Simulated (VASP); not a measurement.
# Te6Mo3H (a cell with a defect) in VASP: a series of runs

Runs on Te6Mo3H (a cell with a defect). Level: PBEsol+D3(BJ). Tasks: single point.

All numbers are computed with VASP 6.6.1; they aren't measurements. Logs are shortened: lines on timing, memory, paths and dates and some standing lists are left out, and cuts for length are marked.

### Step 1. The cell of the first run

The cell holds a defect, 10 atoms: a = 3.433 Å, b = 3.433 Å, c = 20.770 Å, α = 90.00°, β = 90.00°, γ = 120.00°.

### Step 2. Single point, PBEsol+D3(BJ)

INCAR

```
SYSTEM = Te6Mo3H
ALGO = Normal
EDIFF = 1E-6
ENCUT = 400
GGA = PS
GGA_COMPAT = .FALSE.
ISIF = 2
ISMEAR = 0
IVDW = 12
LASPH = .TRUE.
LCHARG = .FALSE.
LREAL = .FALSE.
LWAVE = .FALSE.
NBANDS = 50
NELM = 120
PREC = Accurate
SIGMA = 0.05
```

KPOINTS

```
k-points
0
G
  9 9 2
  0 0 0
```

POSCAR

```
Te6Mo3H
1.0
    3.4334342720      0.0000000000      0.0000000000
   -1.7167171360      2.9734413017      0.0000000000
    0.0000000000      0.0000000000     20.7704294686
Te Mo H
6 3 1
Direct
    0.0000000000      0.0000000000      0.9125759363
    0.3333333333      0.6666666667      0.5917818730
    0.3333333333      0.6666666667      0.2333053354
    0.3333333333      0.6666666667      0.7666946646
    0.3333333333      0.6666666667      0.4082181270
    0.0000000000      0.0000000000      0.0874240637
    0.0000000000      0.0000000000      0.6791511892
    0.0000000000      0.0000000000      0.3208488108
    0.3333333333      0.6666666667      0.0000000000
   -0.3856431633     -0.6094882483      0.8356769680
```

Potentials or basis: VASP PAW PBE potentials, release 64 (Te, Mo_sv, H).

Started as:

```console
> cat potpaw_PBE.64/Te/POTCAR potpaw_PBE.64/Mo_sv/POTCAR potpaw_PBE.64/H/POTCAR > POTCAR
> mpirun -np 1 vasp_std > vasp.out
```

OUTCAR:

```text
SYSTEM = Te6Mo3H
   EDIFF = 1E-6
   ENCUT = 400
   GGA = PS
   ISIF = 2
   ISMEAR = 0
   IVDW = 12
   LASPH = .TRUE.
   LREAL = .FALSE.
   NELM = 120
   PREC = Accurate
 IVDW          = 12

 ion  position               nearest neighbor table
   1  0.000  0.000  0.913-   9 2.69   9 2.69   9 2.69   4 3.62   4 3.62   4 3.62   6 3.63
   2  0.333  0.667  0.592-   7 2.69   7 2.69   7 2.69   4 3.63
   3  0.333  0.667  0.233-   8 2.69   8 2.69   8 2.69   6 3.62   6 3.62   6 3.62   5 3.63
   4  0.333  0.667  0.767-  10 2.19   7 2.69   7 2.69   7 2.69   1 3.62   1 3.62   1 3.62   2 3.63

   5  0.333  0.667  0.408-   8 2.69   8 2.69   8 2.69   3 3.63
   6  0.000  0.000  0.087-   9 2.69   9 2.69   9 2.69   3 3.62   3 3.62   3 3.62   1 3.63
   7  0.000  0.000  0.679-   2 2.69   2 2.69   2 2.69   4 2.69   4 2.69   4 2.69
   8  0.000  0.000  0.321-   5 2.69   5 2.69   5 2.69   3 2.69   3 2.69   3 2.69
   9  0.333  0.667  0.000-   1 2.69   6 2.69   1 2.69   6 2.69   1 2.69   6 2.69
  10  0.614  0.391  0.836-   4 2.19

  LATTYP: Found a hexagonal cell.
 ALAT       =     3.4334342720
 C/A-ratio  =     6.0494617992

  Lattice vectors:

 A1 = (   3.4334342720,   0.0000000000,   0.0000000000)
 A2 = (  -1.7167171360,   2.9734413017,   0.0000000000)
 A3 = (   0.0000000000,   0.0000000000,  20.7704294686)

Analysis of symmetry for initial positions (statically):
=====================================================================
 Subroutine PRICEL returns:
 Original cell was already a primitive cell.

 Routine SETGRP: Setting up the symmetry group for a
 hexagonal supercell.

 Subroutine GETGRP returns: Found  1 space group operations
 (whereof  1 operations were pure point group operations)
 out of a pool of 24 trial point group operations.

The static configuration has the point symmetry C_1 .

Analysis of symmetry for dynamics (positions and initial velocities):
=====================================================================
 Subroutine PRICEL returns:
 Original cell was already a primitive cell.

 Routine SETGRP: Setting up the symmetry group for a
 hexagonal supercell.

 Subroutine GETGRP returns: Found  1 space group operations
 (whereof  1 operations were pure point group operations)
 out of a pool of 24 trial point group operations.

The dynamic configuration has the point symmetry C_1 .

 Subroutine INISYM returns: Found  1 space group operations
 (whereof  1 operations are pure point group operations),
 and found     1 'primitive' translations

----------------------------------------------------------------------------------------

                                     Primitive cell

  volume of cell :     212.0477

  direct lattice vectors                    reciprocal lattice vectors
     3.433434272  0.000000000  0.000000000     0.291253573  0.168155329  0.000000000
    -1.716717136  2.973441302  0.000000000     0.000000000  0.336310658  0.000000000
     0.000000000  0.000000000 20.770429469     0.000000000  0.000000000  0.048145369

  length of vectors
     3.433434272  3.433434272 20.770429469     0.336310658  0.336310658  0.048145369

  position of ions in fractional coordinates (direct lattice)
     0.000000000  0.000000000  0.912575936
     0.333333333  0.666666667  0.591781873
     0.333333333  0.666666667  0.233305335
     0.333333333  0.666666667  0.766694665
     0.333333333  0.666666667  0.408218127
     0.000000000  0.000000000  0.087424064
     0.000000000  0.000000000  0.679151189
     0.000000000  0.000000000  0.320848811
     0.333333333  0.666666667  0.000000000
     0.614356837  0.390511752  0.835676968

  ion indices of the primitive-cell ions
   primitive index   ion index
                 1           1
                 2           2
                 3           3
                 4           4
                 5           5
                 6           6
                 7           7
                 8           8
                 9           9
                10          10

----------------------------------------------------------------------------------------

 KPOINTS: k-points

Automatic generation of k-mesh.
 Grid dimensions read from file:
 generate k-points for:    9    9    2

 Generating k-lattice:

  Cartesian coordinates                     Fractional coordinates (reciprocal lattice)
     0.032361508  0.018683925  0.000000000     0.111111111  0.000000000  0.000000000
     0.000000000  0.037367851  0.000000000     0.000000000  0.111111111  0.000000000
     0.000000000  0.000000000  0.024072685     0.000000000  0.000000000  0.500000000

  Length of vectors
     0.037367851  0.037367851  0.024072685

  Shift w.r.t. Gamma in fractional coordinates (k-lattice)
     0.000000000  0.000000000  0.000000000

 Subroutine IBZKPT returns following result:
 ===========================================

 Found     82 irreducible k-points:

 Following reciprocal coordinates:
            Coordinates               Weight
  0.000000  0.000000  0.000000      1.000000
  0.111111  0.000000  0.000000      2.000000
  0.000000  0.111111  0.000000      2.000000
 -0.111111  0.111111  0.000000      2.000000
  0.222222  0.000000  0.000000      2.000000
  0.000000  0.222222  0.000000      2.000000
[... 16 lines left out ...]
  0.333333  0.111111  0.000000      2.000000
 -0.111111  0.444444  0.000000      2.000000
 [... further k-points ...]
   k-points           NKPTS =     82   k-points in BZ     NKDIM =     82   number of bands    NBANDS=     50
   number of dos      NEDOS =    301   number of ions     NIONS =     10
   total plane-waves  NPLWV =  80640
   dimension x,y,z NGX =    24 NGY =   24 NGZ =  140
   dimension x,y,z NGXF=    48 NGYF=   48 NGZF=  280
   ions per type =               6   3   1
   NGX,Y,Z   is equivalent  to a cutoff of  11.62, 11.62, 11.21 a.u.
   NGXF,Y,Z  is equivalent  to a cutoff of  23.24, 23.24, 22.41 a.u.
 SYSTEM =  Te6Mo3H
   PREC   = accura    normal or accurate (medium, high low for compatibility)
   ISTART =      0    job   : 0-new  1-cont  2-samecut
   ICHARG =      2    charge: 1-file 2-atom 10-const
   ISPIN  =      1    spin polarized calculation?
   LNONCOLLINEAR =      F non collinear calculations
   LSORBIT =      F    spin-orbit coupling
   LASPH  =      T    aspherical Exc in radial PAW
   ENCUT  =  400.0 eV  29.40 Ry    5.42 a.u.   5.60  5.60 33.87*2*pi/ulx,y,z
   NELM   =    120;   NELMIN=  2; NELMDL= -5     # of ELM steps
   EDIFF  = 0.1E-05   stopping-criterion for ELM
   LREAL  =      F    real-space projection
   EDIFFG = 0.1E-04   stopping-criterion for IOM
   NSW    =      0    number of steps for IOM
   IBRION =     -1    ionic relax: 0-MD 1-quasi-New 2-CG
   NFREE  =      0    steps in history (QN), initial steepest desc. (CG)
   ISIF   =      2    stress and relaxation
   ISYM   =      2    0-nonsym 1-usesym 2-fastsym
   POTIM  = 0.5000    time-step for ionic-motion
   TEBEG  =    0.0;   TEEND  =   0.0 temperature during run
   PSTRESS=    0.0 pullay stress
   NELECT =      79.0000    total number of electrons
   NUPDOWN=      -1.0000    fix difference up-down
   EMIN   =  10.00;   EMAX   =-10.00  energy-range for DOS
   EFERMI =   0.00;   METHOD = LEGACY
   ISMEAR =     0;   SIGMA  =   0.05  broadening in eV -4-tet -1-fermi 0-gaus
   EFERMI_NEDOS =   21; number of points for ismear=-14 and -15
   IALGO  =     38    algorithm
   IMIX   =      4    mixing-type and parameters
     AMIX     =   0.40;   BMIX     =  1.00
     AMIX_MAG =   1.60;   BMIX_MAG =  1.00
  volume/ion in A,a.u.               =      21.20       143.10
  Fermi-wavevector in a.u.,A,eV,Ry     =   1.177984  2.226067 18.880069  1.387646
  Thomas-Fermi vector in A             =   2.314321
   LORBIT       =      0    0 simple, 1 ext, 2 COOP (PROOUT), +10 PAW based schemes
   GGA     = PS    functional components
   LHFCALC =     F    Hartree Fock is set to
   AEXX    =    0.0000 exact exchange contribution
   IVDW    =    12    specifies the selected vdW correction
   LEPSILON=     F    determine dielectric tensor
   LRPA    =     F    only Hartree local field effects (RPA)
 non-spin polarized calculation
 Gauss-broadening in eV      SIGMA  =   0.05
  energy-cutoff  :      400.00
  volume of cell :      212.05
 maximum number of plane-waves:      3908
   NGX = 11   NGY = 11   NGZ = 67

 number of electron      78.9999990 magnetization

 Free energy of the ion-electron system (eV)
  ---------------------------------------------------
  ext. energy  EPLUGINS =         0.00000000
  ---------------------------------------------------
  free energy    TOTEN  =       -60.68867368 eV

  energy without entropy =      -60.68237610  energy(sigma->0) =      -60.68552489

 E-fermi :   9.1047     XC(G=0): -10.9413

 val. band max:        9.0895078886   @ k =   0.3333   0.1111   0.5000
 cond. band min:       9.1129735027   @ k =  -0.2222  -0.4444   0.0000
 fundamental gap:      0.0234656141
 Fermi energy:         9.1046773332

 k-point     1 :       0.0000    0.0000    0.0000
  band No.  band energies     occupation
      1     -51.7298      2.00000
      2     -51.7095      2.00000
      3     -51.6862      2.00000
      4     -25.9833      2.00000
      5     -25.9611      2.00000
      6     -25.9357      2.00000
[... 42 lines left out ...]
     49      12.4881      0.00000
     50      12.5817      0.00000

 k-point     2 :       0.1111    0.0000    0.0000
  band No.  band energies     occupation
      1     -51.7282      2.00000
      2     -51.7079      2.00000
      3     -51.6845      2.00000
      4     -25.9788      2.00000
      5     -25.9565      2.00000
      6     -25.9311      2.00000
[... 1158 lines left out ...]
 k-point    24 :      -0.1111    0.4444    0.0000
  band No.  band energies     occupation
      1     -51.7170      2.00000
      2     -51.6966      2.00000
      3     -51.6732      2.00000
      4     -25.9476      2.00000
      5     -25.9305      2.00000
      6     -25.9252      2.00000
[... 42 lines left out ...]
     49      11.9760      0.00000
     50      12.1826      0.00000

 [... further k-points ...]

------------------------ aborting loop because EDIFF is reached ----------------------------------------

 Edisp (eV)   -5.06752

 E8    (eV) :    -3.4437

  FORCE on cell =-STRESS in cart. coord.  units (eV):
  Direction    XX          YY          ZZ          XY          YZ          ZX
  --------------------------------------------------------------------------------------
  -------------------------------------------------------------------------------------
  Total      -0.63737    -0.16410     0.97097     0.42192     0.02362    -0.03634
  in kB      -4.81580    -1.23988     7.33642     3.18788     0.17844    -0.27456
  external pressure =        0.43 kB  Pullay stress =        0.00 kB

 VOLUME and BASIS-vectors are now :
 -----------------------------------------------------------------------------
  energy-cutoff  :      400.00
  volume of cell :      212.05
      direct lattice vectors                 reciprocal lattice vectors
     3.433434272  0.000000000  0.000000000     0.291253573  0.168155329  0.000000000
    -1.716717136  2.973441302  0.000000000     0.000000000  0.336310658  0.000000000
     0.000000000  0.000000000 20.770429469     0.000000000  0.000000000  0.048145369

 POSITION                                       TOTAL-FORCE (eV/Angst)
 -----------------------------------------------------------------------------------
      0.00000      0.00000     18.95459         0.025312     -0.013989      0.194310
     -0.00000      1.98229     12.29156        -0.019180      0.011212     -0.160762
     -0.00000      1.98229      4.84585         0.000714     -0.000423     -0.050579
     -0.00000      1.98229     15.92458         0.102492     -0.059572     -0.141207
     -0.00000      1.98229      8.47887        -0.000340      0.000198      0.048276
      0.00000      0.00000      1.81584        -0.002116      0.001641      0.120460
      0.00000      0.00000     14.10626        -0.079331      0.047928      0.084832
      0.00000      0.00000      6.66417         0.002869     -0.001670     -0.001132
     -0.00000      1.98229      0.00000        -0.083507      0.050111     -0.093038
      1.43896      1.16116     17.35737         0.053087     -0.035435     -0.001159
 -----------------------------------------------------------------------------------
    total drift:                                0.000048     -0.000019     -0.000155

  FREE ENERGIE OF THE ION-ELECTRON SYSTEM (eV)
  ---------------------------------------------------
  free  energy   TOTEN  =       -65.7561908285 eV

  energy  without entropy=      -65.7498932447  energy(sigma->0) =      -65.75304204
```

Run time: 6.6 min. Hardware: 1 thread of AMD EPYC 9R45 (Zen 5), shared host; peak memory 0.56 GiB.

Results:

| Quantity | Value |
| --- | --- |
| Free energy | -65.7562 eV |
| Pressure | 0.0 GPa |
| Largest force | 0.196 eV/Å |
| Band gap on the k mesh | zero (an odd number of electrons rules out a gap without spin polarisation) |
| Dispersion energy per atom | -0.507 eV |

Forces in eV/Å, atoms in the order of the input:
```
Te   0.025 -0.014  0.194
Te  -0.019  0.011 -0.161
Te   0.001  0.000 -0.051
Te   0.102 -0.060 -0.141
Te   0.000  0.000  0.048
Te  -0.002  0.002  0.120
Mo  -0.079  0.048  0.085
Mo   0.003 -0.002 -0.001
Mo  -0.084  0.050 -0.093
H    0.053 -0.035 -0.001
```

Stress tensor (GPa, compression positive):
```
-0.48  0.32 -0.03
 0.32 -0.12  0.02
-0.03  0.02  0.73
```

Levels at points of the mesh, in eV from the Fermi level:
| k point | band 38 | band 39 | band 40 | band 41 | band 42 | band 43 |
| --- | --- | --- | --- | --- | --- | --- |
| (0.00, 0.00, 0.00) | -0.27 | -0.04 | 2.27 | 2.75 | 2.82 | 2.92 |
| (0.00, 0.00, 0.50) | -0.27 | -0.04 | 2.27 | 2.75 | 2.82 | 2.94 |

Caveat: the PAW data sets were made with another functional, which shifts forces and pressure a little; spin-orbit coupling is left out, which moves the levels of the heavy elements.

(Part 1 of 2 ends here.)

The gap in the log of VASP goes by the Fermi energy; the results here count the filled bands.